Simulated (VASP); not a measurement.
Write the native input for VASP 6.6.1 that does the following.

```yaml
Task: single point
Functional: PBEsol
Potentials_or_basis: VASP PAW PBE potentials, release 64 (S, Zr_sv)
Cutoff: 400 eV
k_mesh: 7 × 3 × 1
Occupations: gaussian, width 0.05 eV
Spin: no spin polarisation
Dipole_correction: yes
Further_INCAR_settings: ALGO = Normal; EDIFF = 1e-06; NBANDS = 80; NELMDL = -8
```

The structure of Zr5S12 lies in POSCAR:

```
Zr5S12
1.0
    3.6273863238      0.0000000000      0.0000000000
    0.0000000000      8.6056646429      0.0000000000
    0.0000000000      0.0000000000     27.1397203666
S Zr
12 5
Direct
    0.0000000000      0.3100777835      0.2764362357
    0.5000000000      1.0900380840      0.2736977373
    0.5000000000      0.5641488128      0.3552114094
    0.0000000000      0.2391054513      0.4071052387
    0.0000000000      0.8257255824      0.4344546881
    0.5000000000      0.5065877215      0.4866650456
    0.5000000000      0.0924662896      0.5133401159
    0.0000000000      0.7733329343      0.5655486976
    0.0000000000      0.3599561518      0.5928905427
    0.5000000000      0.0348850626      0.6447926202
    0.5000000000      0.5089968370      0.7262976740
    0.0000000000      0.2889573649      0.7235582207
    0.5000000000      0.2720336096      0.3421858163
    0.0000000000      0.5328647672      0.4212721742
    0.5000000000      0.7995274646      0.5000016635
    0.0000000000      0.0661933342      0.5787332529
    0.5000000000      0.3270043517      0.6578088671
```

One way to write it, as run:

INCAR

```
  PREC = Accurate
  ENCUT = 400
  EDIFF = 1E-6
  ISMEAR = 0
  SIGMA = 0.05
  LREAL = False
  LASPH = True
  NELM = 120
  ALGO = Normal
  ISIF = 2
  LWAVE = False
  LCHARG = True
  LDIPOL = True
  IDIPOL = 3
  DIPOL = 0.5 0.5 0.500
  GGA = PS
  LELF = True
  LVHAR = True
  LVACPOTAV = True
  NBANDS = 80
  GGA_COMPAT = False
  NELMDL = -8
```

KPOINTS

```
Automatic mesh
0
Gamma
  7 3 1
```

Potentials or basis: VASP PAW PBE potentials, release 64 (S, Zr_sv).

Run with:

```bash
$ cat potpaw_PBE.64/S/POTCAR potpaw_PBE.64/Zr_sv/POTCAR > POTCAR
$ mpirun -np 1 vasp_std > vasp.out
```

It gave:

The largest force is 0.025 eV/Å and the band gap on the k mesh is 0.23 eV, indirect (least direct gap 0.34 eV).

Caveat: the PAW data sets were made with another functional, which shifts forces and pressure a little.

Wall time 11 min on 1 thread of Intel(R) Xeon(R) Platinum 8559C (Emerald Rapids), with other jobs on the host, peak memory 0.67 GiB.
